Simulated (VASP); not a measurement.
# AlNi in VASP: settings compared

Aim: see how the results for AlNi move with the level of theory and the settings. Levels: BLYP+D4, LDA, PBE. Tasks: single point, relaxation of cell and atoms.

All numbers are computed with VASP 6.6.1; they aren't measurements. Logs are shortened: lines on timing, memory, paths and dates and some standing lists are left out, and cuts for length are marked.

### Step 1. The cell of the first run

Symmetry: Pm-3m, No. 221, cubic system. Conventional cell: a = 2.853 Å, b = 2.853 Å, c = 2.853 Å, α = 90.00°, β = 90.00°, γ = 90.00°. Ni (site symmetry m-3m) has 8 Al at 2.47 Å and 6 Ni at 2.85 Å within 3.3 Å. Al (site symmetry m-3m) has 8 Ni at 2.47 Å and 6 Al at 2.85 Å within 3.3 Å.

### Step 2. Single point, BLYP+D4, collinear spin, ferromagnetic start

Contents of INCAR:

```
SYSTEM = AlNi
AGGAC = 1.0
AGGAX = 1.0
ALDAC = 0.0
ALDAX = 1.0
ALGO = Normal
EDIFF = 1E-7
ENCUT = 520
GGA = B5
ISIF = 2
ISMEAR = -1
ISPIN = 2
IVDW = 13
LASPH = .True.
LCHARG = .True.
LELF = .True.
LMAXMIX = 4
LORBIT = 11
LREAL = .False.
LVHAR = .True.
LWAVE = .False.
MAGMOM = 1 0
NBANDS = 18
NELM = 150
PREC = Accurate
SIGMA = 0.05
VDW_A1 = 0.44488865
VDW_A2 = 4.0933009
VDW_S6 = 1.0
VDW_S8 = 2.34076671
```

Contents of KPOINTS:

```
k-points
0
Gamma
  9 9 9
  0 0 0
```

Contents of POSCAR:

```
AlNi
1.0
    2.8525224153      0.0000000000      0.0000000000
    0.0000000000      2.8525224153      0.0000000000
    0.0000000000      0.0000000000      2.8525224153
Ni Al
1 1
Direct
    0.5000000000      0.5000000000      0.5000000000
    0.0000000000      0.0000000000      0.0000000000
```

Potentials or basis: VASP PAW PBE potentials, release 64 (Ni, Al).

Started as:

```console
$ cat potpaw_PBE.64/Ni/POTCAR potpaw_PBE.64/Al/POTCAR > POTCAR
$ mpirun -np 1 vasp_std > vasp.out
```

OUTCAR:

```text
SYSTEM = AlNi
   EDIFF = 1E-7
   ENCUT = 520
   GGA = B5
   ISIF = 2
   ISMEAR = -1
   ISPIN = 2
   IVDW = 13
   LASPH = .True.
   LORBIT = 11
   LREAL = .False.
   NELM = 150
   PREC = Accurate

 ion  position               nearest neighbor table
   1  0.500  0.500  0.500-   2 2.47   2 2.47   2 2.47   2 2.47   2 2.47   2 2.47   2 2.47   2 2.47

   2  0.000  0.000  0.000-   1 2.47   1 2.47   1 2.47   1 2.47   1 2.47   1 2.47   1 2.47   1 2.47

  LATTYP: Found a simple cubic cell.
 ALAT       =     2.8525224153

  Lattice vectors:

 A1 = (   2.8525224153,   0.0000000000,   0.0000000000)
 A2 = (   0.0000000000,   2.8525224153,   0.0000000000)
 A3 = (   0.0000000000,   0.0000000000,   2.8525224153)

Analysis of symmetry for initial positions (statically):
=====================================================================
 Subroutine PRICEL returns:
 Original cell was already a primitive cell.

 Routine SETGRP: Setting up the symmetry group for a
 simple cubic supercell.

 Subroutine GETGRP returns: Found 48 space group operations
 (whereof 48 operations were pure point group operations)
 out of a pool of 48 trial point group operations.

The static configuration has the point symmetry O_h .

Analysis of symmetry for dynamics (positions and initial velocities):
=====================================================================
 Subroutine PRICEL returns:
 Original cell was already a primitive cell.

 Routine SETGRP: Setting up the symmetry group for a
 simple cubic supercell.

 Subroutine GETGRP returns: Found 48 space group operations
 (whereof 48 operations were pure point group operations)
 out of a pool of 48 trial point group operations.

The dynamic configuration has the point symmetry O_h .

Analysis of structural, dynamic, and magnetic symmetry:
=====================================================================
 Subroutine PRICEL returns:
 Original cell was already a primitive cell.

 Routine SETGRP: Setting up the symmetry group for a
 simple cubic supercell.

 Subroutine GETGRP returns: Found 48 space group operations
 (whereof 48 operations were pure point group operations)
 out of a pool of 48 trial point group operations.

The overall configuration has the point symmetry O_h .

 Subroutine INISYM returns: Found 48 space group operations
 (whereof 48 operations are pure point group operations),
 and found     1 'primitive' translations

----------------------------------------------------------------------------------------

                                     Primitive cell

  volume of cell :      23.2106

  direct lattice vectors                    reciprocal lattice vectors
     2.852522415  0.000000000  0.000000000     0.350566921  0.000000000  0.000000000
     0.000000000  2.852522415  0.000000000     0.000000000  0.350566921  0.000000000
     0.000000000  0.000000000  2.852522415     0.000000000  0.000000000  0.350566921

  length of vectors
     2.852522415  2.852522415  2.852522415     0.350566921  0.350566921  0.350566921

  position of ions in fractional coordinates (direct lattice)
     0.500000000  0.500000000  0.500000000
     0.000000000  0.000000000  0.000000000

  ion indices of the primitive-cell ions
   primitive index   ion index
                 1           1
                 2           2

----------------------------------------------------------------------------------------

 KPOINTS: k-points

Automatic generation of k-mesh.
 Grid dimensions read from file:
 generate k-points for:    9    9    9

 Generating k-lattice:

  Cartesian coordinates                     Fractional coordinates (reciprocal lattice)
     0.038951880  0.000000000  0.000000000     0.111111111  0.000000000  0.000000000
     0.000000000  0.038951880  0.000000000     0.000000000  0.111111111  0.000000000
     0.000000000  0.000000000  0.038951880     0.000000000  0.000000000  0.111111111

  Length of vectors
     0.038951880  0.038951880  0.038951880

  Shift w.r.t. Gamma in fractional coordinates (k-lattice)
     0.000000000  0.000000000  0.000000000

 Subroutine IBZKPT returns following result:
 ===========================================

 Found     35 irreducible k-points:

 Following reciprocal coordinates:
            Coordinates               Weight
  0.000000  0.000000  0.000000      1.000000
  0.111111  0.000000  0.000000      6.000000
  0.222222  0.000000  0.000000      6.000000
  0.333333  0.000000  0.000000      6.000000
  0.444444  0.000000  0.000000      6.000000
  0.111111  0.111111  0.000000     12.000000
[... 16 lines left out ...]
  0.333333  0.333333  0.111111     24.000000
  0.444444  0.333333  0.111111     48.000000
 [... further k-points ...]
   k-points           NKPTS =     35   k-points in BZ     NKDIM =     35   number of bands    NBANDS=     18
   number of dos      NEDOS =    301   number of ions     NIONS =      2
   total plane-waves  NPLWV =  13824
   dimension x,y,z NGX =    24 NGY =   24 NGZ =   24
   dimension x,y,z NGXF=    48 NGYF=   48 NGZF=   48
   ions per type =               1   1
   NGX,Y,Z   is equivalent  to a cutoff of  13.99, 13.99, 13.99 a.u.
   NGXF,Y,Z  is equivalent  to a cutoff of  27.97, 27.97, 27.97 a.u.
 SYSTEM =  AlNi
   PREC   = accura    normal or accurate (medium, high low for compatibility)
   ISTART =      0    job   : 0-new  1-cont  2-samecut
   ICHARG =      2    charge: 1-file 2-atom 10-const
   ISPIN  =      2    spin polarized calculation?
   LNONCOLLINEAR =      F non collinear calculations
   LSORBIT =      F    spin-orbit coupling
   LASPH  =      T    aspherical Exc in radial PAW
   ENCUT  =  520.0 eV  38.22 Ry    6.18 a.u.   5.30  5.30  5.30*2*pi/ulx,y,z
   NELM   =    150;   NELMIN=  2; NELMDL= -5     # of ELM steps
   EDIFF  = 0.1E-06   stopping-criterion for ELM
   LREAL  =      F    real-space projection
   EDIFFG = 0.1E-05   stopping-criterion for IOM
   NSW    =      0    number of steps for IOM
   IBRION =     -1    ionic relax: 0-MD 1-quasi-New 2-CG
   NFREE  =      0    steps in history (QN), initial steepest desc. (CG)
   ISIF   =      2    stress and relaxation
   ISYM   =      2    0-nonsym 1-usesym 2-fastsym
   POTIM  = 0.5000    time-step for ionic-motion
   TEBEG  =    0.0;   TEEND  =   0.0 temperature during run
   PSTRESS=    0.0 pullay stress
   NELECT =      13.0000    total number of electrons
   NUPDOWN=      -1.0000    fix difference up-down
   EMIN   =  10.00;   EMAX   =-10.00  energy-range for DOS
   EFERMI =   0.00;   METHOD = LEGACY
   ISMEAR =    -1;   SIGMA  =   0.05  broadening in eV -4-tet -1-fermi 0-gaus
   EFERMI_NEDOS =   21; number of points for ismear=-14 and -15
   IALGO  =     38    algorithm
   IMIX   =      4    mixing-type and parameters
     AMIX     =   0.40;   BMIX     =  1.00
     AMIX_MAG =   1.60;   BMIX_MAG =  1.00
  volume/ion in A,a.u.               =      11.61        78.32
  Fermi-wavevector in a.u.,A,eV,Ry     =   1.349461  2.550111 24.776807  1.821044
  Thomas-Fermi vector in A             =   2.477046
   LORBIT       =     11    0 simple, 1 ext, 2 COOP (PROOUT), +10 PAW based schemes
   GGA     = B5    functional components
   LHFCALC =     F    Hartree Fock is set to
   AEXX    =    0.0000 exact exchange contribution
   IVDW    =    13    specifies the selected vdW correction
   LEPSILON=     F    determine dielectric tensor
   LRPA    =     F    only Hartree local field effects (RPA)
 spin polarized calculation
  energy-cutoff  :      520.00
  volume of cell :       23.21
 maximum number of plane-waves:       638
 NGX is ok and might be reduce to    24
   NGX = 11   NGY = 11   NGZ = 11

 number of electron      13.0000006 magnetization       0.0002106

 number of electron      13.0000006 magnetization      -0.0000305

 Free energy of the ion-electron system (eV)
  ---------------------------------------------------
  ext. energy  EPLUGINS =         0.00000000
  ---------------------------------------------------
  free energy    TOTEN  =        -8.53274506 eV

  energy without entropy =       -8.52645488  energy(sigma->0) =       -8.52959997

 E-fermi :  10.9288     XC(G=0): -11.6430

 val. band max:       10.8730949976   @ k =   0.3333   0.3333   0.0000
 cond. band min:      10.9756624937   @ k =   0.3333   0.1111   0.1111
 fundamental gap:      0.1025674962
 Fermi energy:        10.9287646210

 spin component 1

 k-point     1 :       0.0000    0.0000    0.0000
  band No.  band energies     occupation
      1      -0.3633      1.00000
      2       7.5404      1.00000
      3       7.5404      1.00000
      4       9.2604      1.00000
      5       9.2604      1.00000
      6       9.2604      1.00000
[... 10 lines left out ...]
     17      34.7966      0.00000
     18      34.7966      0.00000

 k-point     2 :       0.1111    0.0000    0.0000
  band No.  band energies     occupation
      1      -0.1314      1.00000
      2       7.5229      1.00000
      3       7.5935      1.00000
      4       9.1620      1.00000
      5       9.1620      1.00000
      6       9.2712      1.00000
[... 10 lines left out ...]
     17      33.9717      0.00000
     18      35.6106      0.00000

 k-point     3 :       0.2222    0.0000    0.0000
  band No.  band energies     occupation
      1       0.5557      1.00000
      2       7.3194      1.00000
      3       7.7315      1.00000
      4       8.9312      1.00000
      5       8.9312      1.00000
      6       9.2986      1.00000
[... 412 lines left out ...]
 k-point    23 :       0.3333    0.3333    0.1111
  band No.  band energies     occupation
      1       3.6776      1.00000
      2       7.0647      1.00000
      3       7.6936      1.00000
      4       8.4310      1.00000
      5       8.8012      1.00000
      6       8.8771      1.00000
[... 10 lines left out ...]
     17      32.4143      0.00000
     18      36.9952      0.00000

 k-point    24 :       0.4444    0.3333    0.1111
  band No.  band energies     occupation
      1       4.7993      1.00000
      2       6.3983      1.00000
      3       7.8114      1.00000
      4       8.3167      1.00000
      5       8.8807      1.00000
      6       9.0577      1.00000
[... 10 lines left out ...]
     17      33.9012      0.00000
     18      37.8541      0.00000

 [... further k-points ...]

 spin component 2

 k-point     1 :       0.0000    0.0000    0.0000
  band No.  band energies     occupation
      1      -0.3633      1.00000
      2       7.5403      1.00000
      3       7.5403      1.00000
      4       9.2604      1.00000
      5       9.2604      1.00000
      6       9.2604      1.00000
[... 10 lines left out ...]
     17      34.7966      0.00000
     18      34.7966      0.00000

 k-point     2 :       0.1111    0.0000    0.0000
  band No.  band energies     occupation
      1      -0.1314      1.00000
      2       7.5228      1.00000
      3       7.5935      1.00000
      4       9.1620      1.00000
      5       9.1620      1.00000
      6       9.2711      1.00000
[... 10 lines left out ...]
     17      33.9716      0.00000
     18      35.6106      0.00000

 k-point     3 :       0.2222    0.0000    0.0000
  band No.  band energies     occupation
      1       0.5557      1.00000
      2       7.3194      1.00000
      3       7.7315      1.00000
      4       8.9312      1.00000
      5       8.9312      1.00000
      6       9.2985      1.00000
[... 412 lines left out ...]
 k-point    23 :       0.3333    0.3333    0.1111
  band No.  band energies     occupation
      1       3.6776      1.00000
      2       7.0647      1.00000
      3       7.6935      1.00000
      4       8.4309      1.00000
      5       8.8012      1.00000
      6       8.8771      1.00000
[... 10 lines left out ...]
     17      32.4143      0.00000
     18      36.9952      0.00000

 k-point    24 :       0.4444    0.3333    0.1111
  band No.  band energies     occupation
      1       4.7992      1.00000
      2       6.3983      1.00000
      3       7.8113      1.00000
      4       8.3166      1.00000
      5       8.8807      1.00000
      6       9.0576      1.00000
[... 10 lines left out ...]
     17      33.9012      0.00000
     18      37.8540      0.00000

 [... further k-points ...]

------------------------ aborting loop because EDIFF is reached ----------------------------------------

  DFT-D4 for vdW energy calculation

  Edisp (eV):   -1.75104

  FORCE on cell =-STRESS in cart. coord.  units (eV):
  Direction    XX          YY          ZZ          XY          YZ          ZX
  --------------------------------------------------------------------------------------
  -------------------------------------------------------------------------------------
  Total       0.05481     0.05481     0.05481     0.00000     0.00000    -0.00000
  in kB       3.78320     3.78320     3.78320     0.00000     0.00000    -0.00000
  external pressure =        3.78 kB  Pullay stress =        0.00 kB

 VOLUME and BASIS-vectors are now :
 -----------------------------------------------------------------------------
  energy-cutoff  :      520.00
  volume of cell :       23.21
      direct lattice vectors                 reciprocal lattice vectors
     2.852522415  0.000000000  0.000000000     0.350566921  0.000000000  0.000000000
     0.000000000  2.852522415  0.000000000     0.000000000  0.350566921  0.000000000
     0.000000000  0.000000000  2.852522415     0.000000000  0.000000000  0.350566921

 POSITION                                       TOTAL-FORCE (eV/Angst)
 -----------------------------------------------------------------------------------
      1.42626      1.42626      1.42626         0.000000      0.000000      0.000000
      0.00000      0.00000      0.00000         0.000000      0.000000      0.000000
 -----------------------------------------------------------------------------------
    total drift:                                0.000000      0.000000     -0.000000

  FREE ENERGIE OF THE ION-ELECTRON SYSTEM (eV)
  ---------------------------------------------------
  free  energy   TOTEN  =       -10.2837809258 eV

  energy  without entropy=      -10.2774907513  energy(sigma->0) =      -10.28063584

 total charge

# of ion       s       p       d       tot
------------------------------------------
    1        0.496   0.542   8.535   9.572
    2        0.384   0.424   0.000   0.808
--------------------------------------------------
tot          0.880   0.966   8.535  10.381

 magnetization (x)

# of ion       s       p       d       tot
------------------------------------------
    1        0.000  -0.000  -0.000  -0.000
    2        0.000  -0.000   0.000   0.000
--------------------------------------------------
tot          0.000  -0.000  -0.000  -0.000
```

Run time: 19 s. Hardware: 1 thread of Intel Xeon 6975P-C (Granite Rapids), shared host; peak memory 0.16 GiB.

Results:

- Free energy: -10.2838 eV
- Pressure: 0.4 GPa
- Net moment: 0.00 μB per cell
- Valence electrons inside the program's atomic spheres: Ni 9.57; Al 0.81
- Dispersion energy per atom: -0.876 eV

Caveat: the PAW data sets were made with another functional, which shifts forces and pressure a little; pairwise dispersion overbinds metals, which lowers pressure and volume.

### Step 3. Single point, LDA, collinear spin, ferromagnetic start

This run uses another cell than the first one, of 11.96 Å³/atom, 1.030 times its volume.

Contents of INCAR:

```
SYSTEM = AlNi
PREC = Accurate
ENCUT = 520
EDIFF = 1E-6
ISMEAR = 0
SIGMA = 0.1
LREAL = .False.
LASPH = .True.
NELM = 150
ALGO = Normal
ISIF = 2
LWAVE = .False.
LCHARG = .False.
ISPIN = 2
MAGMOM = 1 0
LORBIT = 11
LMAXMIX = 4
GGA = CA
NBANDS = 18
```

Contents of KPOINTS:

```
Automatic mesh
0
Gamma
  9 9 9
  0 0 0
```

Contents of POSCAR:

```
AlNi
1.0
    2.8810000000      0.0000000000      0.0000000000
    0.0000000000      2.8810000000      0.0000000000
    0.0000000000      0.0000000000      2.8810000000
Ni Al
1 1
Direct
    0.5000000000      0.5000000000      0.5000000000
    0.0000000000      0.0000000000      0.0000000000
```

Potentials or basis: VASP PAW LDA potentials, release 64 (Ni, Al).

Started as:

```console
$ cat potpaw_LDA.64/Ni/POTCAR potpaw_LDA.64/Al/POTCAR > POTCAR
$ mpirun -np 1 vasp_std > vasp.out
```

It took 10 s on 1 thread of Intel Xeon 6975P-C (Granite Rapids), shared host; peak memory 0.15 GiB.

Results (log left out):

```
Free energy                                           : -12.1630 eV
Pressure                                              : -8.3 GPa
Net moment                                            : 0.00 μB per cell
Valence electrons inside the program's atomic spheres : Ni 9.49; Al 0.81
```

Levels at points of the mesh, in eV from the Fermi level:
Spin up:
```tsv
k point	band 4	band 5	band 6	band 7	band 8	band 9
(0.00, 0.00, 0.00)	-1.57	-1.57	-1.57	5.47	5.47	5.47
```
Spin down:
```
           k point  band 4  band 5  band 6  band 7  band 8  band 9
(0.00, 0.00, 0.00)   -1.57   -1.57   -1.57    5.47    5.47    5.47
```

### Step 4. Relaxation of cell and atoms, BLYP+D4, collinear spin, ferromagnetic start

This run uses another cell than the first one, of 11.96 Å³/atom, 1.030 times its volume.

Contents of INCAR:

```
PREC     = Accurate       # precision mode
ENCUT    = 600            # plane-wave cutoff, eV
EDIFF    = 1E-6           # SCF threshold, eV
ISMEAR   = -1             # smearing method
SIGMA    = 0.05           # smearing width, eV
LREAL    = F              # projectors in reciprocal space
LASPH    = T              # aspherical terms in the spheres
NELM     = 150            # most SCF steps
ALGO     = Normal         # electronic algorithm
ISIF     = 3              # what is computed and relaxed
LWAVE    = F              # write WAVECAR
LCHARG   = F              # write CHGCAR
ISPIN    = 2              # spin polarisation
MAGMOM   = 1 0            # initial moments
LORBIT   = 11             # projections on sites
LMAXMIX  = 4              # l up to which the mixer works
GGA      = B5             # functional
ALDAX    = 1.0          
AGGAX    = 1.0          
AGGAC    = 1.0          
ALDAC    = 0.0          
IVDW     = 13             # dispersion correction
VDW_S6   = 1.0          
VDW_S8   = 2.34076671   
VDW_A1   = 0.44488865   
VDW_A2   = 4.0933009    
IBRION   = 2              # ionic algorithm
NSW      = 80             # ionic steps
EDIFFG   = -0.02          # ionic threshold
```

Contents of KPOINTS:

```
regular mesh
0
Gamma
  9 9 9
```

POSCAR is that of step 3.

Potentials or basis: VASP PAW PBE potentials, release 64 (Ni, Al).

Started as:

```console
$ cat potpaw_PBE.64/Ni/POTCAR potpaw_PBE.64/Al/POTCAR > POTCAR
$ mpirun -np 1 vasp_std > vasp.out
```

Wall time 37 s (1 thread of Intel Xeon 6975P-C (Granite Rapids), shared host); peak memory 0.16 GiB.

It converged, with:

```
Free energy                                           : -10.2847 eV
Relaxed volume                                        : 11.63 Å³/atom
Relaxed cell                                          : a = 2.855 Å, b = 2.855 Å, c = 2.855 Å, α = 90.00°, β = 90.00°, γ = 90.00°
Space group after relaxing (to 0.05 Å)                : Pm-3m (No. 221)
Energy gained by relaxing                             : 4.6 meV/atom
Ionic steps                                           : 3
Pressure after relaxing                               : -0.1 GPa
Net moment                                            : 0.00 μB per cell
Valence electrons inside the program's atomic spheres : Ni 9.57; Al 0.81
Dispersion energy per atom                            : -0.874 eV
```

Step by step:
```tsv
step	energy change (eV)	largest force (eV/Å)	pressure (GPa)	volume (Å³)
1	0.0000	0.0000	-4.40	23.91
2	-0.0041	0.0000	3.55	22.79
3	-0.0092	0.0000	-0.06	23.26
```

Final structure:
```
CELL_PARAMETERS angstrom
2.85462 0.00000 0.00000
0.00000 2.85462 0.00000
0.00000 0.00000 2.85462
ATOMIC_POSITIONS crystal
Ni 0.50000 0.50000 0.50000
Al 0.00000 0.00000 0.00000
```

Levels at points of the mesh, in eV from the Fermi level:
Spin up:
```
           k point  band 3  band 4  band 5  band 6  band 7  band 8  band 9  band 10
(0.00, 0.00, 0.00)   -3.38   -1.66   -1.66   -1.66    5.60    5.60    5.60     8.39
```
Spin down:
```csv
k point,band 4,band 5,band 6,band 7,band 8,band 9
"(0.00, 0.00, 0.00)",-1.66,-1.66,-1.66,5.60,5.60,5.60
```

Caveat: the PAW data sets were made with another functional, which shifts forces and pressure a little; pairwise dispersion overbinds metals, which lowers pressure and volume.

(Continued in part 2 of 2.)
